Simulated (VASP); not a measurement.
# FeO (Wuestite) (I4/mmm) in VASP: a series of runs, part 2 of 2

VASP 6.6.1.

## Step 3: Single point, PBEsol, collinear spin, ferromagnetic start

This run uses another cell than the first one, of 9.62 Å³/atom, 1.042 times its volume.

INCAR

```
  ALGO = Normal
  EDIFF = 1E-7
  ENCUT = 520
  GGA = PS
  ISIF = 2
  ISMEAR = -1
  ISPIN = 2
  LASPH = True
  LCHARG = False
  LMAXMIX = 4
  LORBIT = 11
  LREAL = False
  LWAVE = False
  MAGMOM = 3 0
  NBANDS = 18
  NELM = 150
  PREC = Accurate
  SIGMA = 0.05
```

KPOINTS

```
k-points
0
Gamma
  9 9 9
```

POSCAR

```
FeO
1.0
    0.0000000000      2.1122920000      2.1554000000
    2.1122920000      0.0000000000      2.1554000000
    2.1122920000      2.1122920000      0.0000000000
Fe O
1 1
Direct
    0.0000000000      0.0000000000      0.0000000000
    0.5000000000      0.5000000000      0.5000000000
```

Potentials or basis: VASP PAW PBE potentials, release 64 (Fe, O).

Launch:

```sh
$ cat potpaw_PBE.64/Fe/POTCAR potpaw_PBE.64/O/POTCAR > POTCAR
$ mpirun -np 1 vasp_std > vasp.out
```

Run time: 41 s. Hardware: 1 thread of AMD EPYC 9R14 (Zen 4), shared host; peak memory 0.15 GiB.

It converged, with:

```
Free energy                                           : -15.8641 eV
Pressure                                              : -0.6 GPa
Band gap on the k mesh                                : zero (filled and empty bands overlap)
Net moment                                            : 4.00 μB per cell
Site moments                                          : Fe +3.60; O +0.31 μB
Valence electrons inside the program's atomic spheres : Fe 6.82; O 4.99
```

Stress tensor (GPa, compression positive):
```
 0.49  0.00  0.00
 0.00  0.49  0.00
 0.00  0.00 -2.64
```

Levels at points of the mesh, in eV from the Fermi level:
Spin up:
| k point | band 6 | band 7 | band 8 | band 9 | band 10 | band 11 | band 12 | band 13 |
| --- | --- | --- | --- | --- | --- | --- | --- | --- |
| (0.00, 0.00, 0.00) | -3.86 | -3.86 | -3.68 | -3.60 | 0.26 | 15.41 | 17.24 | 17.25 |
Spin down:
```
           k point  band 1  band 2  band 3  band 4  band 5  band 6  band 7  band 8  band 9  band 10
(0.00, 0.00, 0.00)  -20.43   -3.36   -3.36   -3.30   -0.84   -0.74   -0.74    0.06    0.16     1.11
```

Caveat: the PAW data sets were made with another functional, which shifts forces and pressure a little; a cell with one magnetic atom can't hold antiferromagnetic order, which such compounds often take; semilocal functionals often make such compounds metallic where correlation or magnetic order opens a gap, which also shifts bond lengths.

## Step 4: Single point, PBEsol, collinear spin, ferromagnetic start

This run uses another cell than the first one, of 9.81 Å³/atom, 1.063 times its volume.

INCAR

```
SYSTEM = FeO
PREC = Accurate
ENCUT = 520
EDIFF = 1E-7
ISMEAR = -1
SIGMA = 0.05
LREAL = .False.
LASPH = .True.
NELM = 150
ALGO = Normal
ISIF = 2
LWAVE = .False.
LCHARG = .False.
ISPIN = 2
MAGMOM = 3 0
LORBIT = 11
LMAXMIX = 4
GGA = PS
NBANDS = 18
```

KPOINTS

```
regular mesh
0
Gamma
  9 9 9
  0 0 0
```

POSCAR

```
FeO
1.0
    0.0000000000      2.1338460000      2.1554000000
    2.1338460000      0.0000000000      2.1554000000
    2.1338460000      2.1338460000      0.0000000000
Fe O
1 1
Direct
    0.0000000000      0.0000000000      0.0000000000
    0.5000000000      0.5000000000      0.5000000000
```

Launch:

```sh
$ cat potpaw_PBE.64/Fe/POTCAR potpaw_PBE.64/O/POTCAR > POTCAR
$ mpirun -np 1 vasp_std > vasp.out
```

Wall time 43 s (1 thread of AMD EPYC 9R14 (Zen 4), shared host); peak memory 0.15 GiB.

The run converged. Its results:

| Property | Result |
| --- | --- |
| Free energy | -15.8600 eV |
| Pressure | -4.6 GPa |
| Band gap on the k mesh | zero (filled and empty bands overlap) |
| Net moment | 4.00 μB per cell |
| Site moments | Fe +3.61; O +0.31 μB |
| Valence electrons inside the program's atomic spheres | Fe 6.78; O 4.98 |

Stress tensor (GPa, compression positive):
```
-4.16  0.00  0.00
 0.00 -4.16  0.00
 0.00  0.00 -5.52
```

Levels at points of the mesh, in eV from the Fermi level:
Spin up:
```
           k point  band 7  band 8  band 9  band 10  band 11  band 12
(0.00, 0.00, 0.00)   -3.86   -3.65   -3.62     0.13    15.33    17.06
```
Spin down:
```csv
k point,band 2,band 3,band 4,band 5,band 6,band 7,band 8,band 9
"(0.00, 0.00, 0.00)",-3.29,-3.29,-3.26,-0.77,-0.73,-0.73,0.11,0.15
```

Caveat: the PAW data sets were made with another functional, which shifts forces and pressure a little; a cell with one magnetic atom can't hold antiferromagnetic order, which such compounds often take; semilocal functionals often make such compounds metallic where correlation or magnetic order opens a gap, which also shifts bond lengths. With open d or f shells a metallic result of PBEsol can be an artefact of self-interaction; +U or a hybrid may open a gap.

## Step 5: Single point, PBEsol, collinear spin, ferromagnetic start

This run uses another cell than the first one, of 10.21 Å³/atom, 1.107 times its volume.

INCAR

```
SYSTEM = FeO
PREC     = Accurate       ! precision mode
ENCUT    = 520            ! plane-wave cutoff, eV
EDIFF    = 1E-7           ! SCF threshold, eV
ISMEAR   = -1             ! smearing method
SIGMA    = 0.05           ! smearing width, eV
LREAL    = .False.        ! projectors in reciprocal space
LASPH    = .True.         ! aspherical terms in the spheres
NELM     = 150            ! most SCF steps
ALGO     = Normal         ! electronic algorithm
ISIF     = 2              ! what is computed and relaxed
LWAVE    = .False.        ! write WAVECAR
LCHARG   = .False.        ! write CHGCAR
ISPIN    = 2              ! spin polarisation
MAGMOM   = 3 0            ! initial moments
LORBIT   = 11             ! projections on sites
LMAXMIX  = 4              ! l up to which the mixer works
GGA      = PS             ! functional
NBANDS   = 18             ! bands
```

KPOINTS is that of step 4.

POSCAR

```
FeO
1.0
    0.0000000000      2.1769540000      2.1554000000
    2.1769540000      0.0000000000      2.1554000000
    2.1769540000      2.1769540000      0.0000000000
Fe O
1 1
Direct
    0.0000000000      0.0000000000      0.0000000000
    0.5000000000      0.5000000000      0.5000000000
```

Launch:

```sh
$ cat potpaw_PBE.64/Fe/POTCAR potpaw_PBE.64/O/POTCAR > POTCAR
$ mpirun -np 1 vasp_std > vasp.out
```

Run time: 35 s. Hardware: 1 thread of Intel Xeon Platinum 8375C at 2.90GHz (Ice Lake), shared host; peak memory 0.18 GiB.

Results (log left out):

```yaml
Free_energy: -15.8201 eV
Pressure: -11.5 GPa
Band_gap_on_the_k_mesh: zero (filled and empty bands overlap)
Net_moment: 4.00 μB per cell
Site_moments: Fe +3.62; O +0.30 μB
Valence_electrons_inside_the_program's_atomic_spheres: Fe 6.71; O 4.96
```

Stress tensor (GPa, compression positive):
```
-11.78   0.00   0.00
  0.00 -11.78   0.00
  0.00   0.00 -10.87
```

Levels at points of the mesh, in eV from the Fermi level:
Spin up:
```
           k point  band 6  band 7  band 8  band 9  band 10  band 11  band 12  band 13
(0.00, 0.00, 0.00)   -3.74   -3.74   -3.65   -3.62    -0.09    15.19    16.72    16.72
```
Spin down:
| k point | band 3 | band 4 | band 5 | band 6 | band 7 | band 8 |
| --- | --- | --- | --- | --- | --- | --- |
| (0.00, 0.00, 0.00) | -3.15 | -3.15 | -0.70 | -0.70 | -0.66 | 0.13 |

Caveat: the PAW data sets were made with another functional, which shifts forces and pressure a little; a cell with one magnetic atom can't hold antiferromagnetic order, which such compounds often take; semilocal functionals often make such compounds metallic where correlation or magnetic order opens a gap, which also shifts bond lengths.

## Step 6: Single point, PBEsol, collinear spin, ferromagnetic start

This run uses another cell than the first one, of 10.42 Å³/atom, 1.129 times its volume.

INCAR

```
SYSTEM = FeO
PREC = Accurate ; ENCUT = 520
EDIFF = 1E-6 ; ISMEAR = -1
SIGMA = 0.05 ; LREAL = .FALSE.
LASPH = .TRUE. ; NELM = 150
ALGO = Normal ; ISIF = 2
LWAVE = .FALSE. ; LCHARG = .TRUE.
ISPIN = 2 ; MAGMOM = 3 0
LORBIT = 11 ; LMAXMIX = 4
GGA = PS ; LELF = .TRUE.
LVHAR = .TRUE. ; NBANDS = 18
```

KPOINTS

```
regular mesh
0
G
  9 9 9
  0 0 0
```

POSCAR

```
FeO
1.0
    0.0000000000      2.1985080000      2.1554000000
    2.1985080000      0.0000000000      2.1554000000
    2.1985080000      2.1985080000      0.0000000000
Fe O
1 1
Direct
    0.0000000000      0.0000000000      0.0000000000
    0.5000000000      0.5000000000      0.5000000000
```

Potentials or basis: VASP PAW PBE potentials, release 64 (Fe, O).

Launch:

```sh
$ cat potpaw_PBE.64/Fe/POTCAR potpaw_PBE.64/O/POTCAR > POTCAR
$ mpirun -np 1 vasp_std > vasp.out
```

Wall time 53 s (1 thread of Intel Xeon Platinum 8375C at 2.90GHz (Ice Lake), shared host); peak memory 0.18 GiB.

The run converged. Its results:

```
Free energy                                           : -15.7867 eV
Pressure                                              : -14.4 GPa
Band gap on the k mesh                                : zero (filled and empty bands overlap)
Net moment                                            : 4.00 μB per cell
Site moments                                          : Fe +3.62; O +0.30 μB
Valence electrons inside the program's atomic spheres : Fe 6.68; O 4.95
```

Stress tensor (GPa, compression positive):
```
-14.86   0.00   0.00
  0.00 -14.86   0.00
  0.00   0.00 -13.46
```

Levels at points of the mesh, in eV from the Fermi level:
Spin up:
```csv
k point,band 6,band 7,band 8,band 9,band 10,band 11,band 12,band 13
"(0.00, 0.00, 0.00)",-3.67,-3.67,-3.67,-3.61,-0.20,15.11,16.55,16.55
```
Spin down:
| k point | band 2 | band 3 | band 4 | band 5 | band 6 | band 7 | band 8 | band 9 |
| --- | --- | --- | --- | --- | --- | --- | --- | --- |
| (0.00, 0.00, 0.00) | -3.15 | -3.08 | -3.08 | -0.69 | -0.69 | -0.62 | 0.12 | 0.13 |

Caveat: the PAW data sets were made with another functional, which shifts forces and pressure a little; a cell with one magnetic atom can't hold antiferromagnetic order, which such compounds often take; semilocal functionals often make such compounds metallic where correlation or magnetic order opens a gap, which also shifts bond lengths. With open d or f shells a metallic result of PBEsol can be an artefact of self-interaction; +U or a hybrid may open a gap.

## Step 7: Summary

```csv
cell,gap on the mesh (eV),pressure (GPa),moment (μB)
"a = 2.988, b = 2.988, c = 2.926 Å, angles 60.7, 60.7, 58.6°, 2 atoms",none,8.1,3.91
"a = 3.018, b = 3.018, c = 2.987 Å, angles 60.3, 60.3, 59.3°, 2 atoms",none,-0.6,4.00
"a = 3.033, b = 3.033, c = 3.018 Å, angles 60.2, 60.2, 59.7°, 2 atoms",none,-4.6,4.00
"a = 3.063, b = 3.063, c = 3.079 Å, angles 59.8, 59.8, 60.3°, 2 atoms",none,-11.5,4.00
"a = 3.079, b = 3.079, c = 3.109 Å, angles 59.7, 59.7, 60.7°, 2 atoms",none,-14.4,4.00
```

Alike in all rows: task single point; level PBEsol; potentials or basis VASP PAW PBE potentials, release 64 (Fe, O); spin collinear, ferromagnetic start; k mesh 9 × 9 × 9; cutoff (eV) 520; smearing fermi-dirac 0.05 eV.

Caveats: the PAW data sets were made with another functional, which shifts forces and pressure a little; a cell with one magnetic atom can't hold antiferromagnetic order, which such compounds often take; semilocal functionals often make such compounds metallic where correlation or magnetic order opens a gap, which also shifts bond lengths.

Absolute energies hang on the potentials; compare differences alone.
